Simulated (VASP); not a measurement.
Runs of VASP 6.6.1 on Ni. The structure is that of space group Pm-3m (No. 221), or close to it. The cells are those of the table. This isn't the form of Ni at room conditions, which is fcc.

```tsv
level	cell	smearing	k mesh for the DOS	occupations for the DOS	gap on the mesh (eV)	pressure (GPa)	moment (μB)
PBE	a = 1.718 Å, 1 atom	fermi-dirac 0.1 eV	27 × 27 × 27	tetrahedron	-	-	0.00
PBE	a = 2.292 Å, 1 atom	fermi-dirac 0.1 eV	-	-	none	(b)	0.48
PBE	a = 2.020 Å, 1 atom	fermi-dirac 0.1 eV	-	-	none	166.0	0.00
PBE	a = 2.209 Å, 1 atom	fermi-dirac 0.1 eV	-	-	none	32.7	0.34
PBE	a = 2.119 Å, 1 atom	fermi-dirac 0.1 eV	-	-	none	78.6	0.03
r2SCAN+D4	a = 2.020 Å, 1 atom	tetrahedron	-	-	none	151.6	(a)
PBE	a = 1.911 Å, 1 atom	fermi-dirac 0.1 eV	-	-	none	339.2	0.00
```

Alike in all rows: task single point; potentials or basis VASP PAW PBE potentials, release 64 (Ni); spin collinear, ferromagnetic start; k mesh 18 × 18 × 18; cutoff (eV) 520.

Question: Estimate the missing entries.

Answer: (a) 0.30; (b) 7.7.

Caveats: the cell stands under pressure (at least some runs); tetrahedron occupations give inexact forces and stress in metals (at least some runs); atoms lie so close that the PAW spheres overlap strongly, which falsifies energies and pressures (at least some runs); the PAW data sets were made with another functional, which shifts forces and pressure a little (at least some runs).

A gap of «none» marks levels without a gap at the run's occupations.
